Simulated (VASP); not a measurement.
# Ti (P-1) in VASP: single point with PBEsol

Aim: the single point of Ti with PBEsol.

Everything below comes from runs of VASP 6.6.1. Logs are shortened: lines on timing, memory, paths and dates and some standing lists are left out, and cuts for length are marked.

**1. The cell of the first run**

The typed cell holds 2 atoms: a = 2.900 Å, b = 2.900 Å, c = 4.591 Å, α = 90.00°, β = 90.00°, γ = 120.00°.

**2. Single point, PBEsol (atoms displaced along several vibrational modes)**

Input file INCAR:

```
PREC = Accurate ; ENCUT = 520
EDIFF = 1E-6 ; ISMEAR = 0
SIGMA = 0.15 ; LREAL = F
LASPH = T ; NELM = 60
ALGO = Fast ; ISIF = 2
LWAVE = F ; LCHARG = F
GGA = PS ; NBANDS = 19
```

Input file KPOINTS:

```
regular mesh
0
Gamma
  18 18 10
```

Input file POSCAR:

```
Ti
1.0
    2.9001878204      0.0000000000      0.0000000000
   -1.4500939102      2.5116363282      0.0000000000
    0.0000000000      0.0000000000      4.5908109184
Ti
2
Direct
    0.2526489037      0.6666666667      0.2283698345
    0.7473510963      0.3333333333      0.7716301655
```

Potentials or basis: VASP PAW PBE potentials, release 64 (Ti_sv).

Started as:

```console
cat potpaw_PBE.64/Ti_sv/POTCAR > POTCAR
mpirun -np 1 vasp_std > vasp.out
```

OUTCAR:

```text
PREC = Accurate
   ENCUT = 520
   EDIFF = 1E-6
   ISMEAR = 0
   LREAL = F
   LASPH = T
   NELM = 60
   ISIF = 2
   GGA = PS

 ion  position               nearest neighbor table
   1  0.253  0.667  0.228-   2 2.46   2 2.72   2 2.81
   2  0.747  0.333  0.772-   1 2.46   1 2.72   1 2.81

  LATTYP: Found a hexagonal cell.
 ALAT       =     2.9001878204
 C/A-ratio  =     1.5829357279

  Lattice vectors:

 A1 = (   2.9001878204,   0.0000000000,   0.0000000000)
 A2 = (  -1.4500939102,   2.5116363282,   0.0000000000)
 A3 = (   0.0000000000,   0.0000000000,   4.5908109184)

Analysis of symmetry for initial positions (statically):
=====================================================================
 Subroutine PRICEL returns:
 Original cell was already a primitive cell.

 Routine SETGRP: Setting up the symmetry group for a
 hexagonal supercell.

 Subroutine GETGRP returns: Found  2 space group operations
 (whereof  2 operations were pure point group operations)
 out of a pool of 24 trial point group operations.

The static configuration has the point symmetry S_2 .

Analysis of symmetry for dynamics (positions and initial velocities):
=====================================================================
 Subroutine PRICEL returns:
 Original cell was already a primitive cell.

 Routine SETGRP: Setting up the symmetry group for a
 hexagonal supercell.

 Subroutine GETGRP returns: Found  2 space group operations
 (whereof  2 operations were pure point group operations)
 out of a pool of 24 trial point group operations.

The dynamic configuration has the point symmetry S_2 .

 Subroutine INISYM returns: Found  2 space group operations
 (whereof  2 operations are pure point group operations),
 and found     1 'primitive' translations

----------------------------------------------------------------------------------------

                                     Primitive cell

  volume of cell :      33.4405

  direct lattice vectors                    reciprocal lattice vectors
     2.900187820  0.000000000  0.000000000     0.344805255  0.199073407  0.000000000
    -1.450093910  2.511636328  0.000000000     0.000000000  0.398146813  0.000000000
     0.000000000  0.000000000  4.590810918     0.000000000  0.000000000  0.217826440

  length of vectors
     2.900187820  2.900187820  4.590810918     0.398146813  0.398146813  0.217826440

  position of ions in fractional coordinates (direct lattice)
     0.252648904  0.666666667  0.228369835
     0.747351096  0.333333333  0.771630165

  ion indices of the primitive-cell ions
   primitive index   ion index
                 1           1
                 2           2

----------------------------------------------------------------------------------------

 KPOINTS: regular mesh

Automatic generation of k-mesh.
 Grid dimensions read from file:
 generate k-points for:   18   18   10

 Generating k-lattice:

  Cartesian coordinates                     Fractional coordinates (reciprocal lattice)
     0.019155847  0.011059634  0.000000000     0.055555556  0.000000000  0.000000000
     0.000000000  0.022119267  0.000000000     0.000000000  0.055555556  0.000000000
     0.000000000  0.000000000  0.021782644     0.000000000  0.000000000  0.100000000

  Length of vectors
     0.022119267  0.022119267  0.021782644

  Shift w.r.t. Gamma in fractional coordinates (k-lattice)
     0.000000000  0.000000000  0.000000000

 Subroutine IBZKPT returns following result:
 ===========================================

 Found   1624 irreducible k-points:

 Following reciprocal coordinates:
            Coordinates               Weight
  0.000000  0.000000  0.000000      1.000000
  0.055556 -0.000000  0.000000      2.000000
  0.000000  0.055556  0.000000      2.000000
 -0.055556  0.055556  0.000000      2.000000
  0.111111 -0.000000  0.000000      2.000000
  0.000000  0.111111  0.000000      2.000000
[... 16 lines left out ...]
  0.444444  0.000000  0.000000      2.000000
  0.000000  0.444444  0.000000      2.000000
 [... further k-points ...]
   k-points           NKPTS =   1624   k-points in BZ     NKDIM =   1624   number of bands    NBANDS=     19
   number of dos      NEDOS =    301   number of ions     NIONS =      2
   total plane-waves  NPLWV =  20736
   dimension x,y,z NGX =    24 NGY =   24 NGZ =   36
   dimension x,y,z NGXF=    48 NGYF=   48 NGZF=   72
   ions per type =               2
   NGX,Y,Z   is equivalent  to a cutoff of  13.76, 13.76, 13.04 a.u.
   NGXF,Y,Z  is equivalent  to a cutoff of  27.51, 27.51, 26.07 a.u.
 SYSTEM =  unknown system
   PREC   = accura    normal or accurate (medium, high low for compatibility)
   ISTART =      0    job   : 0-new  1-cont  2-samecut
   ICHARG =      2    charge: 1-file 2-atom 10-const
   ISPIN  =      1    spin polarized calculation?
   LNONCOLLINEAR =      F non collinear calculations
   LSORBIT =      F    spin-orbit coupling
   LASPH  =      T    aspherical Exc in radial PAW
   ENCUT  =  520.0 eV  38.22 Ry    6.18 a.u.   5.39  5.39  8.54*2*pi/ulx,y,z
   NELM   =     60;   NELMIN=  2; NELMDL= -5     # of ELM steps
   EDIFF  = 0.1E-05   stopping-criterion for ELM
   LREAL  =      F    real-space projection
   EDIFFG = 0.1E-04   stopping-criterion for IOM
   NSW    =      0    number of steps for IOM
   IBRION =     -1    ionic relax: 0-MD 1-quasi-New 2-CG
   NFREE  =      0    steps in history (QN), initial steepest desc. (CG)
   ISIF   =      2    stress and relaxation
   ISYM   =      2    0-nonsym 1-usesym 2-fastsym
   POTIM  = 0.5000    time-step for ionic-motion
   TEBEG  =    0.0;   TEEND  =   0.0 temperature during run
   PSTRESS=    0.0 pullay stress
   NELECT =      24.0000    total number of electrons
   NUPDOWN=      -1.0000    fix difference up-down
   EMIN   =  10.00;   EMAX   =-10.00  energy-range for DOS
   EFERMI =   0.00;   METHOD = LEGACY
   ISMEAR =     0;   SIGMA  =   0.15  broadening in eV -4-tet -1-fermi 0-gaus
   EFERMI_NEDOS =   21; number of points for ismear=-14 and -15
   IALGO  =     68    algorithm
   IMIX   =      4    mixing-type and parameters
     AMIX     =   0.40;   BMIX     =  1.00
     AMIX_MAG =   1.60;   BMIX_MAG =  1.00
  volume/ion in A,a.u.               =      16.72       112.83
  Fermi-wavevector in a.u.,A,eV,Ry     =   1.465732  2.769831 29.230341  2.148369
  Thomas-Fermi vector in A             =   2.581554
   LORBIT       =      0    0 simple, 1 ext, 2 COOP (PROOUT), +10 PAW based schemes
   GGA     = PS    functional components
   LHFCALC =     F    Hartree Fock is set to
   AEXX    =    0.0000 exact exchange contribution
   IVDW    =     0    specifies the selected vdW correction
   LEPSILON=     F    determine dielectric tensor
   LRPA    =     F    only Hartree local field effects (RPA)
 non-spin polarized calculation
 RMM-DIIS sequential band-by-band and
 Gauss-broadening in eV      SIGMA  =   0.15
  energy-cutoff  :      520.00
  volume of cell :       33.44
 maximum number of plane-waves:       929
 NGX is ok and might be reduce to    24
   NGX = 11   NGY = 11   NGZ = 17

 number of electron      23.9999995 magnetization

 Free energy of the ion-electron system (eV)
  ---------------------------------------------------
  ext. energy  EPLUGINS =         0.00000000
  ---------------------------------------------------
  free energy    TOTEN  =       -16.49384499 eV

  energy without entropy =      -16.46594568  energy(sigma->0) =      -16.47989534

 E-fermi :   8.4635     XC(G=0): -11.7899

 val. band max:        8.4627904466   @ k =  -0.3889  -0.2222   0.2000
 cond. band min:       8.4639512469   @ k =   0.0000  -0.0556   0.1000
 fundamental gap:      0.0011608003
 Fermi energy:         8.4635441966

 k-point     1 :       0.0000    0.0000    0.0000
  band No.  band energies     occupation
      1     -47.9591      2.00000
      2     -47.7227      2.00000
      3     -24.7759      2.00000
      4     -24.0142      2.00000
      5     -23.9060      2.00000
      6     -23.8718      2.00000
[... 11 lines left out ...]
     18      11.0549      0.00000
     19      11.3881      0.00000

 k-point     2 :       0.0556   -0.0000    0.0000
  band No.  band energies     occupation
      1     -47.9550      2.00000
      2     -47.7217      2.00000
      3     -24.7681      2.00000
      4     -24.0301      2.00000
      5     -23.9159      2.00000
      6     -23.8726      2.00000
[... 11 lines left out ...]
     18      10.9900      0.00000
     19      11.4857      0.00000

 k-point     3 :       0.0000    0.0556    0.0000
  band No.  band energies     occupation
      1     -47.9552      2.00000
      2     -47.7215      2.00000
      3     -24.7689      2.00000
      4     -24.0280      2.00000
      5     -23.9148      2.00000
      6     -23.8820      2.00000
[... 11 lines left out ...]
     18      11.2462      0.00000
     19      11.3234      0.00000

 k-point     4 :      -0.0556    0.0556    0.0000
  band No.  band energies     occupation
      1     -47.9559      2.00000
      2     -47.7208      2.00000
      3     -24.7709      2.00000
      4     -24.0187      2.00000
      5     -23.9286      2.00000
      6     -23.8820      2.00000
[... 11 lines left out ...]
     18      11.2428      0.00000
     19      11.5872      0.00000

 k-point     5 :       0.1111   -0.0000    0.0000
  band No.  band energies     occupation
      1     -47.9430      2.00000
      2     -47.7189      2.00000
      3     -24.7455      2.00000
      4     -24.0752      2.00000
      5     -23.9415      2.00000
      6     -23.8841      2.00000
[... 11 lines left out ...]
     18      10.8128      0.00000
     19      11.6775      0.00000

 k-point     6 :       0.0000    0.1111    0.0000
  band No.  band energies     occupation
      1     -47.9440      2.00000
      2     -47.7179      2.00000
      3     -24.7485      2.00000
      4     -24.0698      2.00000
      5     -23.9433      2.00000
      6     -23.9067      2.00000
[... 11 lines left out ...]
     18      11.1277      0.00000
     19      11.5184      0.00000

 k-point     7 :      -0.1111    0.1111    0.0000
  band No.  band energies     occupation
      1     -47.9467      2.00000
      2     -47.7154      2.00000
      3     -24.7564      2.00000
      4     -24.0329      2.00000
      5     -23.9874      2.00000
      6     -23.9148      2.00000
[... 11 lines left out ...]
     18      11.2216      0.00000
     19      12.1933      0.00000

 k-point     8 :       0.1667    0.0000    0.0000
  band No.  band energies     occupation
      1     -47.9242      2.00000
      2     -47.7151      2.00000
      3     -24.7106      2.00000
      4     -24.1420      2.00000
      5     -23.9783      2.00000
      6     -23.9355      2.00000
[... 256 lines left out ...]
 k-point    20 :       0.3889   -0.0000    0.0000
  band No.  band energies     occupation
      1     -47.8211      2.00000
      2     -47.7096      2.00000
      3     -24.5985      2.00000
      4     -24.4075      2.00000
      5     -24.2161      2.00000
      6     -24.0923      2.00000
[... 11 lines left out ...]
     18      12.1192      0.00000
     19      12.1695      0.00000

 k-point    21 :       0.0000    0.3889    0.0000
  band No.  band energies     occupation
      1     -47.8354      2.00000
      2     -47.6955      2.00000
      3     -24.5847      2.00000
      4     -24.4762      2.00000
      5     -24.2297      2.00000
      6     -24.0387      2.00000
[... 11 lines left out ...]
     18      11.9882      0.00000
     19      12.1552      0.00000

 k-point    22 :      -0.3889    0.3889    0.0000
  band No.  band energies     occupation
      1     -47.8631      2.00000
      2     -47.6684      2.00000
      3     -24.6317      2.00000
      4     -24.4713      2.00000
      5     -24.2271      2.00000
      6     -24.1295      2.00000
[... 11 lines left out ...]
     18      12.0856      0.00000
     19      12.4743      0.00000

 k-point    23 :       0.4444    0.0000    0.0000
  band No.  band energies     occupation
      1     -47.8028      2.00000
      2     -47.7129      2.00000
      3     -24.6096      2.00000
      4     -24.4384      2.00000
      5     -24.2135      2.00000
      6     -24.1102      2.00000
[... 11 lines left out ...]
     18      12.3649      0.00000
     19      12.8058      0.00000

 k-point    24 :       0.0000    0.4444    0.0000
  band No.  band energies     occupation
      1     -47.8211      2.00000
      2     -47.6949      2.00000
      3     -24.5778      2.00000
      4     -24.5232      2.00000
      5     -24.2443      2.00000
      6     -24.0482      2.00000
[... 11 lines left out ...]
     18      12.2119      0.00000
     19      12.7548      0.00000

 [... further k-points ...]
[... 5 lines left out ...]
  --------------------------------------------------------------------------------------
  -------------------------------------------------------------------------------------
  Total       -0.0321221     -0.5181482      0.6638976      0.8992752      0.2186475      0.3958487
  in kB       -1.5390145    -24.8251729     31.8082225     43.0854792     10.4756954     18.9656393
  external PRESSURE =       1.8146783 kB  Pullay stress =       0.0000000 kB

 VOLUME and BASIS-vectors are now :
 -----------------------------------------------------------------------------
  energy-cutoff  :      520.00
  volume of cell :       33.44
      direct lattice vectors                 reciprocal lattice vectors
     2.900187820  0.000000000  0.000000000     0.344805255  0.199073407  0.000000000
    -1.450093910  2.511636328  0.000000000     0.000000000  0.398146813  0.000000000
     0.000000000  0.000000000  4.590810918     0.000000000  0.000000000  0.217826440

 POSITION                                       TOTAL-FORCE (eV/Angst)
 -----------------------------------------------------------------------------------
     -0.23400      1.67442      1.04840         0.388592      0.077298      0.933070
      1.68409      0.83721      3.54241        -0.388592     -0.077298     -0.933070
 -----------------------------------------------------------------------------------
    total drift:                               -0.000000      0.000000     -0.000000

  FREE ENERGIE OF THE ION-ELECTRON SYSTEM (eV)
  ---------------------------------------------------
  free  energy   TOTEN  =       -16.4938449936 eV

  energy  without entropy=      -16.4659456808  energy(sigma->0) =      -16.47989534
```

Wall time 29 min (1 thread of Intel Xeon Platinum 8488C (Sapphire Rapids), shared host); peak memory 0.87 GiB.

What came out:

```yaml
Free_energy: -16.4938 eV
Pressure: 0.2 GPa
Largest_force: 1.014 eV/Å
Band_gap_on_the_k_mesh: zero (bands 12 and 13 overlap by 1.33 eV)
```

Forces in eV/Å, atoms in the order of the input:
```
Ti   0.389  0.077  0.933
Ti  -0.389 -0.077 -0.933
```

Caveat: the cell differs from its parent crystal (atoms displaced along several vibrational modes); the stress differs along the axes, from -2 to 3 GPa; the PAW data sets were made with another functional, which shifts forces and pressure a little.
